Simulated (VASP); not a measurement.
Runs of VASP 6.6.1 on BN (lda). The structure is that of space group F-43m (No. 216), or close to it. The cells are those of the table. 

```csv
cell,k mesh,smearing,gap on the mesh (eV),pressure (GPa)
"a = 2.549 Å, angles 60.0°, 2 atoms",12 × 12 × 12,gaussian 0.01 eV,(d),-7.0
"a = 2.480 Å, angles 60.0°, 2 atoms",12 × 12 × 12,gaussian 0.02 eV,4.45,(c)
"a = 2.606 Å, angles 60.0°, 2 atoms",12 × 12 × 12,gaussian 0.02 eV,4.27,-29.1
"a = 2.515 Å, angles 60.0°, 2 atoms",12 × 12 × 12,gaussian 0.01 eV,4.40,9.3
"a = 2.532 Å, angles 60.0°, 2 atoms",12 × 12 × 12,gaussian 0.02 eV,4.38,0.8
"a = 2.556 Å, angles 60.0°, 2 atoms",8 × 8 × 8,gaussian 0.1 eV,(b),-10.3
"a = 2.581 Å, angles 60.0°, 2 atoms",12 × 12 × 12,gaussian 0.02 eV,4.31,-20.5
"a = 2.532 Å, angles 60.0°, 2 atoms",10 × 10 × 10,gaussian 0.1 eV,4.38,(a)
```

Alike in all rows: task single point; level LDA; potentials or basis VASP PAW LDA potentials, release 64 (B, N); no spin polarisation; cutoff (eV) 600.

**Question.** Fill in the values left out.

**Answer.** (a) 0.6; (b) 4.34; (c) 28.8; (d) 4.35.

A k mesh can miss the band edges.
